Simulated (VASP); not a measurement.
Crystal: Pb.

```xyz
1
Lattice="0.0000 2.4750 2.4750 2.4750 0.0000 2.4750 2.4750 2.4750 0.0000" Properties=species:S:1:pos:R:3 pbc="T T T"
Pb    0.0000    0.0000    0.0000
```

```yaml
Program: VASP 6.6.1
Task: relaxation of cell and atoms
Functional: PBE
Potentials_or_basis: VASP PAW PBE potentials, release 64 (Pb_d)
Cutoff: 600 eV
k_mesh: 9 × 9 × 9
Occupations: fermi-dirac, width 0.05 eV
Spin: no spin polarisation
```

At the start: pressure 2.3 GPa; volume 30.32 Å³/atom.

How do energy, volume and symmetry change on relaxing?

Over 3 steps the energy falls by 10.3 meV/atom and the volume is 31.85 Å³/atom (+5.0 %); space group Fm-3m (No. 225, to 0.05 Å).

Step by step:
| step | energy change (eV) | largest force (eV/Å) | pressure (GPa) | volume (Å³) |
| --- | --- | --- | --- | --- |
| 1 | 0.0000 | 0.0000 | 2.26 | 30.32 |
| 2 | -0.0097 | 0.0000 | -0.46 | 32.24 |
| 3 | -0.0103 | 0.0000 | 0.01 | 31.85 |

Final structure:
```
CELL_PARAMETERS angstrom
0.00000 2.51599 2.51599
2.51599 0.00000 2.51599
2.51599 2.51599 0.00000
ATOMIC_POSITIONS crystal
Pb 0.00000 0.00000 0.00000
```

The cell as given is a measured one (30.32 Å³/atom); PBE puts the equilibrium volume +5.0 % from it, thermal expansion not counted.
